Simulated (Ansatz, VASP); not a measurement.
# HfIn4SiO6: VASP beside Ansatz

File INCAR:

```
PREC = Accurate
ENCUT = 520
EDIFF = 1E-6
ISMEAR = -1
SIGMA = 0.05
LREAL = F
LASPH = T
NELM = 150
ALGO = Normal
ISIF = 2
LWAVE = F
LCHARG = F
LMAXMIX = 4
LDAU = T
LDAUTYPE = 2
LDAUL = 2 -1 -1 -1
LDAUU = 3 0 0 0
LDAUJ = 0 0 0 0
LDAUPRINT = 1
GGA = PE
NBANDS = 63
```

File KPOINTS:

```
regular mesh
0
Gamma
  4 4 3
```

Contents of POSCAR:

```
HfIn4SiO6
1.0
    2.7158500000     -4.7035700000      0.0083300000
    2.7158500000      4.7035700000      0.0083300000
   -1.8791500000      0.0000000000      7.4012700000
Hf In Si O
1 4 1 6
Direct
    0.7883500000      0.2116500000      0.0000000000
    0.6217500000      0.3782500000      0.5000000000
    0.4550200000      0.5449800000      0.0000000000
    0.2840700000      0.7159300000      0.5000000000
    0.9581400000      0.0418600000      0.5000000000
    0.1216800000      0.8783200000      0.0000000000
    0.0621900000      0.1141500000      0.8666600000
    0.8858500000      0.9378100000      0.1333400000
    0.7949000000      0.5378400000      0.8666300000
    0.4621600000      0.2051000000      0.1333700000
    0.1535200000      0.6287900000      0.1333300000
    0.3712100000      0.8464800000      0.8666700000
```

The input input.yaml:

```yaml
crystal:
  lattice:
    - [2.71585, -4.70357, 0.00833]
    - [2.71585, 4.70357, 0.00833]
    - [-1.87915, 0.0, 7.40127]
  atoms:
    - { symbol: Hf, position: [0.78835, 0.21165, 0.0] }
    - { symbol: In, position: [0.62175, 0.37825, 0.5] }
    - { symbol: In, position: [0.45502, 0.54498, 0.0] }
    - { symbol: In, position: [0.28407, 0.71593, 0.5] }
    - { symbol: In, position: [0.95814, 0.04186, 0.5] }
    - { symbol: Si, position: [0.12168, 0.87832, 0.0] }
    - { symbol: O, position: [0.06219, 0.11415, 0.86666] }
    - { symbol: O, position: [0.88585, 0.93781, 0.13334] }
    - { symbol: O, position: [0.7949, 0.53784, 0.86663] }
    - { symbol: O, position: [0.46216, 0.2051, 0.13337] }
    - { symbol: O, position: [0.15352, 0.62879, 0.13333] }
    - { symbol: O, position: [0.37121, 0.84648, 0.86667] }
kpoints:
  mp_grid: { grid: [4, 4, 3] }
scf:
  occupations: { method: fermi_dirac, width: 0.05 }
hamiltonian:
  xc: pbe
  pseudopotentials: { kind: all_electron, lapw: { basis_error: 0.002 } }
  hubbard:
    sites: [{ species: Hf, l: d, u_eff: 3 }]
    double_counting: fll
    projectors: ortho-atomic
output:
  forces: true
  stress: true
  eigenvalues: true
  hubbard: {}
```

Alike in both runs: task single point; functional PBE; k mesh 4 × 4 × 3; occupations fermi-dirac, width 0.05 eV; no spin polarisation; Hubbard terms Hf d U = 3.0 eV.

|  | VASP | Ansatz |
| --- | --- | --- |
| version | VASP 6.6.1 | Ansatz 0.2.0 |
| potentials or method | VASP PAW PBE potentials, release 64 (Hf_pv, In_d, Si, O), cutoff 520 eV | all-electron LAPW, scalar-relativistic |

Ansatz gave:

| Item | Value |
| --- | --- |
| gap on the k mesh at the Fermi level (eV) | none |
| pressure (GPa) | 0.4 |
| traceless stress, the component that is largest in VASP (GPa) | -0.09 |
| rms of the force components (eV/Å) | 0.054 |

**Question.** What did VASP give for the same quantities?

**Answer.** gap on the k mesh at the Fermi level (eV): none; pressure (GPa): 0.6; traceless stress, the component that is largest in VASP (GPa): -0.13; rms of the force components (eV/Å): 0.070.

The programs project onto different local orbitals, so the same U acts differently, and such runs can settle in different states. Atom by atom the forces differ by 0.024 eV/Å (rms over components). A gap of «none» marks a metal or a gap that the smearing closes. Ansatz ran all-electron here, and VASP with PAW potentials.

Spin-orbit coupling is off throughout. Noted on Ansatz's run: the k mesh is thin for a metal, which can move the energy by tens of meV per atom; U is the effective U less J, on atomic orbitals that reach past the spheres.
